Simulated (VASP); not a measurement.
Runs of VASP 6.6.1 on MgBe2Te2O. The structure is that of space group P-3m1 (No. 164), or close to it. The cells are those of the table. 

```tsv
task	cell	k mesh	cutoff (eV)	gap on the mesh (eV)	pressure (GPa)	relaxed volume (Å³/atom)	largest force (eV/Å)
single point	a = 3.951, b = 3.951, c = 7.808 Å, angles 90.0, 90.0, 120.0°, 6 atoms	12 × 12 × 6	520	none	0.0	-	0.04
single point	a = 3.951, b = 3.951, c = 7.785 Å, angles 90.0, 90.0, 120.0°, 6 atoms	6 × 6 × 4	520	none	0.2	-	0.04
single point	a = 4.041, b = 4.041, c = 6.785 Å, angles 90.0, 90.0, 120.0°, 6 atoms	6 × 6 × 4	520	none	(b)	-	3.46
relaxation of cell and atoms	relaxed from a = 3.951, b = 3.951, c = 7.785 Å, angles 90.0, 90.0, 120.0°, 6 atoms	12 × 12 × 6	600	none	0.0	17.56	0.01
relaxation of cell and atoms	relaxed from a = 4.041, b = 4.041, c = 6.785 Å, angles 90.0, 90.0, 120.0°, 6 atoms	6 × 6 × 4	600	none	0.0	(a)	0.02
```

Alike in all rows: level PBE; potentials or basis VASP PAW PBE potentials, release 64 (Mg, Be, Te, O); no spin polarisation; smearing gaussian 0.1 eV.

Q: Estimate the missing entries.

A: (a) 17.53; (b) 12.5.

Caveats: spin-orbit coupling is left out, which moves the levels of the heavy elements; forces of over 1 eV/Å act on the atoms, so gaps and moduli don't describe the material at rest (some runs).

A k mesh can miss the band edges, and the runs leave out spin-orbit coupling on Te.

A gap of «none» marks levels without a gap at the run's occupations.
